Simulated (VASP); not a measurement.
# Zn (P6_3/mmc) in VASP: a series of runs

Runs on Zn. Level: r2SCAN. Tasks: single point, relaxation of volume and atoms at fixed shape.

All numbers are computed with VASP 6.6.1; they aren't measurements. Logs are shortened: lines on timing, memory, paths and dates and some standing lists are left out, and cuts for length are marked.

### 1 The cell of the first run

The structure is hexagonal, space group P6_3/mmc (No. 194). The conventional cell has a = 2.616 Å, b = 2.616 Å, c = 4.866 Å, α = 90.00°, β = 90.00°, γ = 120.00°. Within 3.5 Å of Zn (site symmetry -6m2) lie 12 Zn at 2.62 to 2.86 Å.

### 2 Single point, r2SCAN

POSCAR reads:

```
Zn
1.0
    2.6160319490      0.0000000000      0.0000000000
   -1.3080159745      2.2655501249      0.0000000000
    0.0000000000      0.0000000000      4.8656232868
Zn
2
Direct
    0.3333333333      0.6666666667      0.2500000000
    0.6666666667      0.3333333333      0.7500000000
```

INCAR.step1 reads:

```
PREC     = Accurate       # precision mode
ENCUT    = 520            # plane-wave cutoff, eV
ISMEAR   = 0              # smearing method
SIGMA    = 0.05           # smearing width, eV
LREAL    = F              # projectors in reciprocal space
LASPH    = T              # aspherical terms in the spheres
NELM     = 60             # most SCF steps
NBANDS   = 19             # bands
GGA      = PE             # functional
ALGO     = Normal         # electronic algorithm
EDIFF    = 1E-4           # SCF threshold, eV
LWAVE    = T              # write WAVECAR
LCHARG   = F              # write CHGCAR
```

INCAR.step2 reads:

```
PREC     = Accurate       # precision mode
ENCUT    = 520            # plane-wave cutoff, eV
EDIFF    = 1E-6           # SCF threshold, eV
ISMEAR   = 0              # smearing method
SIGMA    = 0.05           # smearing width, eV
LREAL    = F              # projectors in reciprocal space
LASPH    = T              # aspherical terms in the spheres
NELM     = 60             # most SCF steps
ALGO     = Normal         # electronic algorithm
ISIF     = 2              # what is computed and relaxed
LWAVE    = F              # write WAVECAR
LCHARG   = F              # write CHGCAR
METAGGA  = R2SCAN         # meta-GGA
LMIXTAU  = T            
NBANDS   = 19             # bands
ISTART   = 1
```

KPOINTS reads:

```
regular mesh
0
Gamma
  11 11 5
```

Potentials or basis: VASP PAW PBE potentials, release 64 (Zn).

Command:

```sh
$ cat potpaw_PBE.64/Zn/POTCAR > POTCAR
$ cp INCAR.step1 INCAR
$ mpirun -np 1 vasp_std > vasp.out
$ cp INCAR.step2 INCAR
$ mpirun -np 1 vasp_std > vasp.out
```

OUTCAR:

```text
PREC = Accurate
   ENCUT = 520
   EDIFF = 1E-6
   ISMEAR = 0
   LREAL = F
   LASPH = T
   NELM = 60
   ISIF = 2
   METAGGA = R2SCAN
   ISTART = 1

 ion  position               nearest neighbor table
   1  0.333  0.667  0.250-   2 2.86   2 2.86   2 2.86   2 2.86   2 2.86   2 2.86
   2  0.667  0.333  0.750-   1 2.86   1 2.86   1 2.86   1 2.86   1 2.86   1 2.86

  LATTYP: Found a hexagonal cell.
 ALAT       =     2.6160319490
 C/A-ratio  =     1.8599250245

  Lattice vectors:

 A1 = (   2.6160319490,   0.0000000000,   0.0000000000)
 A2 = (  -1.3080159745,   2.2655501249,   0.0000000000)
 A3 = (   0.0000000000,   0.0000000000,   4.8656232868)

Analysis of symmetry for initial positions (statically):
=====================================================================
 Subroutine PRICEL returns:
 Original cell was already a primitive cell.

 Routine SETGRP: Setting up the symmetry group for a
 hexagonal supercell.

 Subroutine GETGRP returns: Found 24 space group operations
 (whereof 12 operations were pure point group operations)
 out of a pool of 24 trial point group operations.

The static configuration has the point symmetry D_3d.
 The point group associated with its full space group is D_6h.

Analysis of symmetry for dynamics (positions and initial velocities):
=====================================================================
 Subroutine PRICEL returns:
 Original cell was already a primitive cell.

 Routine SETGRP: Setting up the symmetry group for a
 hexagonal supercell.

 Subroutine GETGRP returns: Found 24 space group operations
 (whereof 12 operations were pure point group operations)
 out of a pool of 24 trial point group operations.

The dynamic configuration has the point symmetry D_3d.
 The point group associated with its full space group is D_6h.

 Subroutine INISYM returns: Found 24 space group operations
 (whereof 12 operations are pure point group operations),
 and found     1 'primitive' translations

----------------------------------------------------------------------------------------

                                     Primitive cell

  volume of cell :      28.8373

  direct lattice vectors                    reciprocal lattice vectors
     2.616031949  0.000000000  0.000000000     0.382258328  0.220696949  0.000000000
    -1.308015974  2.265550125  0.000000000     0.000000000  0.441393898  0.000000000
     0.000000000  0.000000000  4.865623287     0.000000000  0.000000000  0.205523515

  length of vectors
     2.616031949  2.616031949  4.865623287     0.441393898  0.441393898  0.205523515

  position of ions in fractional coordinates (direct lattice)
     0.333333333  0.666666667  0.250000000
     0.666666667  0.333333333  0.750000000

  ion indices of the primitive-cell ions
   primitive index   ion index
                 1           1
                 2           2

----------------------------------------------------------------------------------------

 KPOINTS: regular mesh

Automatic generation of k-mesh.
 Grid dimensions read from file:
 generate k-points for:   11   11    5

 Generating k-lattice:

  Cartesian coordinates                     Fractional coordinates (reciprocal lattice)
     0.034750757  0.020063359  0.000000000     0.090909091  0.000000000  0.000000000
     0.000000000  0.040126718  0.000000000     0.000000000  0.090909091  0.000000000
     0.000000000  0.000000000  0.041104703     0.000000000  0.000000000  0.200000000

  Length of vectors
     0.040126718  0.040126718  0.041104703

  Shift w.r.t. Gamma in fractional coordinates (k-lattice)
     0.000000000  0.000000000  0.000000000

 Subroutine IBZKPT returns following result:
 ===========================================

 Found     48 irreducible k-points:

 Following reciprocal coordinates:
            Coordinates               Weight
  0.000000  0.000000  0.000000      1.000000
  0.090909  0.000000  0.000000      6.000000
  0.181818  0.000000  0.000000      6.000000
  0.272727  0.000000  0.000000      6.000000
  0.363636  0.000000  0.000000      6.000000
  0.454545  0.000000  0.000000      6.000000
[... 16 lines left out ...]
  0.090909  0.090909  0.200000     12.000000
  0.181818  0.090909  0.200000     24.000000
 [... further k-points ...]
   k-points           NKPTS =     48   k-points in BZ     NKDIM =     48   number of bands    NBANDS=     19
   number of dos      NEDOS =    301   number of ions     NIONS =      2
   total plane-waves  NPLWV =  14400
   dimension x,y,z NGX =    20 NGY =   20 NGZ =   36
   dimension x,y,z NGXF=    40 NGYF=   40 NGZF=   72
   ions per type =               2
   NGX,Y,Z   is equivalent  to a cutoff of  12.71, 12.71, 12.30 a.u.
   NGXF,Y,Z  is equivalent  to a cutoff of  25.42, 25.42, 24.60 a.u.
 SYSTEM =  unknown system
   PREC   = accura    normal or accurate (medium, high low for compatibility)
   ISTART =      1    job   : 0-new  1-cont  2-samecut
   ICHARG =      0    charge: 1-file 2-atom 10-const
   ISPIN  =      1    spin polarized calculation?
   LNONCOLLINEAR =      F non collinear calculations
   LSORBIT =      F    spin-orbit coupling
   LASPH  =      T    aspherical Exc in radial PAW
   ENCUT  =  520.0 eV  38.22 Ry    6.18 a.u.   4.86  4.86  9.05*2*pi/ulx,y,z
   NELM   =     60;   NELMIN=  2; NELMDL=  0     # of ELM steps
   EDIFF  = 0.1E-05   stopping-criterion for ELM
   LREAL  =      F    real-space projection
   EDIFFG = 0.1E-04   stopping-criterion for IOM
   NSW    =      0    number of steps for IOM
   IBRION =     -1    ionic relax: 0-MD 1-quasi-New 2-CG
   NFREE  =      0    steps in history (QN), initial steepest desc. (CG)
   ISIF   =      2    stress and relaxation
   ISYM   =      2    0-nonsym 1-usesym 2-fastsym
   POTIM  = 0.5000    time-step for ionic-motion
   TEBEG  =    0.0;   TEEND  =   0.0 temperature during run
   PSTRESS=    0.0 pullay stress
   NELECT =      24.0000    total number of electrons
   NUPDOWN=      -1.0000    fix difference up-down
   EMIN   =  10.00;   EMAX   =-10.00  energy-range for DOS
   EFERMI =   0.00;   METHOD = LEGACY
   ISMEAR =     0;   SIGMA  =   0.05  broadening in eV -4-tet -1-fermi 0-gaus
   EFERMI_NEDOS =   21; number of points for ismear=-14 and -15
   IALGO  =     38    algorithm
   IMIX   =      4    mixing-type and parameters
     AMIX     =   0.40;   BMIX     =  1.00
     AMIX_MAG =   1.60;   BMIX_MAG =  1.00
  volume/ion in A,a.u.               =      14.42        97.30
  Fermi-wavevector in a.u.,A,eV,Ry     =   1.539904  2.909996 32.263534  2.371303
  Thomas-Fermi vector in A             =   2.646066
   LORBIT       =      0    0 simple, 1 ext, 2 COOP (PROOUT), +10 PAW based schemes
   METAGGA = R2SCAN    functional components
   LHFCALC =     F    Hartree Fock is set to
   AEXX    =    0.0000 exact exchange contribution
   IVDW    =     0    specifies the selected vdW correction
   LEPSILON=     F    determine dielectric tensor
   LRPA    =     F    only Hartree local field effects (RPA)
 non-spin polarized calculation
 Gauss-broadening in eV      SIGMA  =   0.05
  energy-cutoff  :      520.00
  volume of cell :       28.84
 maximum number of plane-waves:       789
 NGX is ok and might be reduce to    20
   NGX =  9   NGY =  9   NGZ = 19

 number of electron      24.0000035 magnetization

 Free energy of the ion-electron system (eV)
  ---------------------------------------------------
  ext. energy  EPLUGINS =         0.00000000
  ---------------------------------------------------
  free energy    TOTEN  =       -17.78042917 eV

  energy without entropy =      -17.77950811  energy(sigma->0) =      -17.77996864

 E-fermi :   3.3918     XC(G=0): -12.9577

 val. band max:        3.3840940480   @ k =   0.3636   0.2727   0.4000
 cond. band min:       3.4262497032   @ k =   0.3636   0.2727   0.4000
 fundamental gap:      0.0421556552
 Fermi energy:         3.3918176238

 k-point     1 :       0.0000    0.0000    0.0000
  band No.  band energies     occupation
      1      -7.9460      2.00000
      2      -5.8609      2.00000
      3      -5.0323      2.00000
      4      -4.7639      2.00000
      5      -4.7638      2.00000
      6      -4.7073      2.00000
[... 11 lines left out ...]
     18      24.0648      0.00000
     19      24.1742      0.00000

 k-point     2 :       0.0909    0.0000    0.0000
  band No.  band energies     occupation
      1      -7.6800      2.00000
      2      -5.7436      2.00000
      3      -5.0063      2.00000
      4      -4.7903      2.00000
      5      -4.7355      2.00000
      6      -4.6999      2.00000
[... 11 lines left out ...]
     18      22.5740      0.00000
     19      24.9982      0.00000

 k-point     3 :       0.1818    0.0000    0.0000
  band No.  band energies     occupation
      1      -6.9160      2.00000
      2      -5.4860      2.00000
      3      -4.9730      2.00000
      4      -4.8442      2.00000
      5      -4.7071      2.00000
      6      -4.6885      2.00000
[... 11 lines left out ...]
     18      20.7587      0.00000
     19      21.2506      0.00000

 k-point     4 :       0.2727    0.0000    0.0000
  band No.  band energies     occupation
      1      -5.9199      2.00000
      2      -5.3962      2.00000
      3      -5.0032      2.00000
      4      -4.8679      2.00000
      5      -4.7722      2.00000
      6      -4.5883      2.00000
[... 11 lines left out ...]
     18      19.8102      0.00000
     19      21.1393      0.00000

 k-point     5 :       0.3636    0.0000    0.0000
  band No.  band energies     occupation
      1      -5.5745      2.00000
      2      -5.4725      2.00000
      3      -5.2227      2.00000
      4      -4.7160      2.00000
      5      -4.7141      2.00000
      6      -4.5646      2.00000
[... 11 lines left out ...]
     18      19.1627      0.00000
     19      21.1844      0.00000

 k-point     6 :       0.4545    0.0000    0.0000
  band No.  band energies     occupation
      1      -5.6091      2.00000
      2      -5.5173      2.00000
      3      -5.3309      2.00000
      4      -4.7880      2.00000
      5      -4.6171      2.00000
      6      -4.6006      2.00000
[... 11 lines left out ...]
     18      18.8412      0.00000
     19      20.4878      0.00000

 k-point     7 :       0.0909    0.0909    0.0000
  band No.  band energies     occupation
      1      -7.1621      2.00000
      2      -5.5461      2.00000
      3      -4.9863      2.00000
      4      -4.8110      2.00000
      5      -4.7923      2.00000
      6      -4.5772      2.00000
[... 11 lines left out ...]
     18      22.5021      0.00000
     19      23.2212      0.00000

 k-point     8 :       0.1818    0.0909    0.0000
  band No.  band energies     occupation
      1      -6.2263      2.00000
      2      -5.3244      2.00000
      3      -4.9885      2.00000
      4      -4.8794      2.00000
      5      -4.8664      2.00000
      6      -4.6896      2.00000
[... 256 lines left out ...]
 k-point    20 :       0.2727    0.0000    0.2000
  band No.  band energies     occupation
      1      -5.8010      2.00000
      2      -5.3792      2.00000
      3      -5.0286      2.00000
      4      -4.9466      2.00000
      5      -4.7622      2.00000
      6      -4.4770      2.00000
[... 11 lines left out ...]
     18      19.5429      0.00000
     19      20.5492      0.00000

 k-point    21 :       0.3636    0.0000    0.2000
  band No.  band energies     occupation
      1      -5.5792      2.00000
      2      -5.4824      2.00000
      3      -5.1887      2.00000
      4      -4.9588      2.00000
      5      -4.5866      2.00000
      6      -4.5266      2.00000
[... 11 lines left out ...]
     18      18.9140      0.00000
     19      19.8817      0.00000

 k-point    22 :       0.4545    0.0000    0.2000
  band No.  band energies     occupation
      1      -5.5989      2.00000
      2      -5.5750      2.00000
      3      -5.2714      2.00000
      4      -4.9838      2.00000
      5      -4.5583      2.00000
      6      -4.5087      2.00000
[... 11 lines left out ...]
     18      18.9289      0.00000
     19      19.2330      0.00000

 k-point    23 :       0.0909    0.0909    0.2000
  band No.  band energies     occupation
      1      -6.9157      2.00000
      2      -5.5488      2.00000
      3      -4.9784      2.00000
      4      -4.8515      2.00000
      5      -4.8248      2.00000
      6      -4.5991      2.00000
[... 11 lines left out ...]
     18      20.7460      0.00000
     19      24.2464      0.00000

 k-point    24 :       0.1818    0.0909    0.2000
  band No.  band energies     occupation
      1      -6.0347      2.00000
      2      -5.2999      2.00000
      3      -4.9886      2.00000
      4      -4.9376      2.00000
      5      -4.8880      2.00000
      6      -4.7332      2.00000
[... 11 lines left out ...]
     18      18.9285      0.00000
     19      21.8384      0.00000

 [... further k-points ...]
[... 5 lines left out ...]
  --------------------------------------------------------------------------------------
  -------------------------------------------------------------------------------------
  Total        0.3025772      0.3025772     -0.3448884      0.0000000      0.0000000      0.0000000
  in kB       16.8109221     16.8109221    -19.1616969      0.0000000      0.0000000      0.0000000
  external PRESSURE =       4.8200491 kB  Pullay stress =       0.0000000 kB

 VOLUME and BASIS-vectors are now :
 -----------------------------------------------------------------------------
  energy-cutoff  :      520.00
  volume of cell :       28.84
      direct lattice vectors                 reciprocal lattice vectors
     2.616031949  0.000000000  0.000000000     0.382258328  0.220696949  0.000000000
    -1.308015974  2.265550125  0.000000000     0.000000000  0.441393898  0.000000000
     0.000000000  0.000000000  4.865623287     0.000000000  0.000000000  0.205523515

 POSITION                                       TOTAL-FORCE (eV/Angst)
 -----------------------------------------------------------------------------------
     -0.00000      1.51037      1.21641         0.000000      0.000000      0.000000
      1.30802      0.75518      3.64922        -0.000000      0.000000      0.000000
 -----------------------------------------------------------------------------------
    total drift:                               -0.000000      0.000000      0.000000

  FREE ENERGIE OF THE ION-ELECTRON SYSTEM (eV)
  ---------------------------------------------------
  free  energy   TOTEN  =       -17.7804291744 eV

  energy  without entropy=      -17.7795081136  energy(sigma->0) =      -17.77996864
```

Run time: 80 s. Hardware: 1 thread of Intel Xeon Platinum 8259CL at 2.50GHz (Skylake/Cascade Lake), shared host; peak memory 0.15 GiB.

Results:

- Free energy: -17.7804 eV
- Pressure: 0.5 GPa
- Band gap on the k mesh: zero (bands 12 and 13 overlap by 4.86 eV)

Levels at points of the mesh, in eV from the Fermi level:
| k point | band 9 | band 10 | band 11 | band 12 | band 13 | band 14 | band 15 | band 16 |
| --- | --- | --- | --- | --- | --- | --- | --- | --- |
| (0.00, 0.00, 0.00) | -7.73 | -7.51 | -7.51 | -4.12 | -3.13 | 14.79 | 18.40 | 19.20 |

Caveat: the PAW data sets were made with another functional, which shifts forces and pressure a little.

### 3 Relaxation of volume and atoms at fixed shape, r2SCAN

This run uses another cell than the first one, of 15.33 Å³/atom.

POSCAR reads:

```
Zn
1.0
    2.6700000000      0.0000000000      0.0000000000
   -1.3350000000      2.3122880000      0.0000000000
    0.0000000000      0.0000000000      4.9660000000
Zn
2
Direct
    0.3333333333      0.6666666667      0.2500000000
    0.6666666667      0.3333333333      0.7500000000
```

INCAR.step1 reads:

```
PREC = Accurate
ENCUT = 600
ISMEAR = 0
SIGMA = 0.05
LREAL = False
LASPH = True
NELM = 80
GGA = PE
ALGO = Normal
EDIFF = 1E-4
LWAVE = True
LCHARG = False
```

INCAR.step2 reads:

```
PREC = Accurate
ENCUT = 600
EDIFF = 1E-6
ISMEAR = 0
SIGMA = 0.05
LREAL = False
LASPH = True
NELM = 80
ALGO = Normal
ISIF = 8
LWAVE = False
LCHARG = False
METAGGA = R2SCAN
LMIXTAU = True
IBRION = 2
NSW = 80
EDIFFG = -0.02
ISTART = 1
```

KPOINTS is that of step 2.

Potentials or basis: VASP PAW PBE potentials, release 64 (Zn).

Command:

```sh
$ cat potpaw_PBE.64/Zn/POTCAR > POTCAR
$ cp INCAR.step1 INCAR
$ mpirun -np 1 vasp_std > vasp.out
$ cp INCAR.step2 INCAR
$ mpirun -np 1 vasp_std > vasp.out
```

Wall time 3.6 min (1 thread of Intel Xeon Platinum 8259CL at 2.50GHz (Skylake/Cascade Lake), shared host); peak memory 0.18 GiB.

The run converged. Its results:

- Free energy: -17.7832 eV
- Relaxed volume: 14.44 Å³/atom
- Relaxed cell: a = 2.617 Å, b = 2.617 Å, c = 4.868 Å, α = 90.00°, β = 90.00°, γ = 120.00°
- Space group after relaxing (to 0.1 Å): P6_3/mmc (No. 194)
- Energy gained by relaxing: 14.1 meV/atom
- Ionic steps: 3
- Pressure after relaxing: 0.0 GPa
- Band gap on the k mesh: zero (bands 12 and 13 overlap by 4.87 eV)

Stress tensor (GPa, compression positive):
```
 1.28  0.00  0.00
 0.00  1.28  0.00
 0.00  0.00 -2.48
```

Step by step:
| step | energy change (eV) | largest force (eV/Å) | pressure (GPa) | volume (Å³) |
| --- | --- | --- | --- | --- |
| 1 | 0.0000 | 0.0000 | -4.47 | 30.66 |
| 2 | -0.0281 | 0.0000 | 0.30 | 28.80 |
| 3 | -0.0281 | 0.0000 | 0.03 | 28.88 |

Final structure:
```
CELL_PARAMETERS angstrom
2.61733 0.00000 0.00000
-1.30867 2.26668 0.00000
0.00000 0.00000 4.86804
ATOMIC_POSITIONS crystal
Zn 0.33333 0.66667 0.25000
Zn 0.66667 0.33333 0.75000
```

Levels at points of the mesh, in eV from the Fermi level:
```
           k point  band 8  band 9  band 10  band 11  band 12  band 13  band 14  band 15  band 16
(0.00, 0.00, 0.00)   -7.73   -7.73    -7.50    -7.50    -4.11    -3.13    14.78    18.39    19.17
```

Caveat: the PAW data sets were made with another functional, which shifts forces and pressure a little.

The gap in the log of VASP goes by the Fermi energy; the results here count the filled bands.